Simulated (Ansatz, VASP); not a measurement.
# Al2Ga3As5 in VASP and in Ansatz

```
Al Ga As
1.0
     0.00006   -4.08470   -0.00026
     4.08466   -0.00006   -0.00030
    -2.04080    2.04157   14.17922
Al Ga As
2 3 5
Direct
  0.70014 0.70005 0.40033
  0.29991 0.29996 0.59966
  0.89968 0.89974 0.79957
  0.50011 0.50009 0.00000
  0.10016 0.10017 0.20043
  0.34936 0.84955 0.69889
  0.94999 0.44987 0.89981
  0.55005 0.05017 0.10019
  0.15052 0.65050 0.30111
  0.75008 0.24991 0.50000
```

Change from the starting cell: cell x1, atoms moved at random (sigma 0.05 Å) and cell strained at random (1.5 %), then relaxed without symmetry.

Alike in both runs: functional PBE; k mesh 4 × 4 × 4; occupations gaussian, width 0.1 eV; no spin polarisation.

Ansatz relaxed the structure, and its values are those at the end. VASP's run is a single point on that final structure, the one shown.

|  | VASP | Ansatz |
| --- | --- | --- |
| version | VASP 6.6.1 | Ansatz 0.2.0 |
| potentials or method | VASP PAW PBE potentials, release 64 (Al, Ga_d, As), cutoff 520 eV | scalar-relativistic, plane waves, PAW |
| valence electrons in the cell | 70 | 120 |

|  | VASP | Ansatz | Ansatz less VASP |
| --- | --- | --- | --- |
| gap on the k mesh at the Fermi level (eV) | 0.68 | 0.68 | -0.002 |
| least direct gap on the mesh (eV) | 0.68 | 0.68 | -0.002 |
| pressure (GPa) | 0.2 | 0.0 | -0.16 |

With one functional, cell and mesh, what is left measures potentials, basis and numerics. VASP's potentials hold 70 valence electrons a cell and Ansatz's 120, so a difference there can come from the potentials and not from the codes.
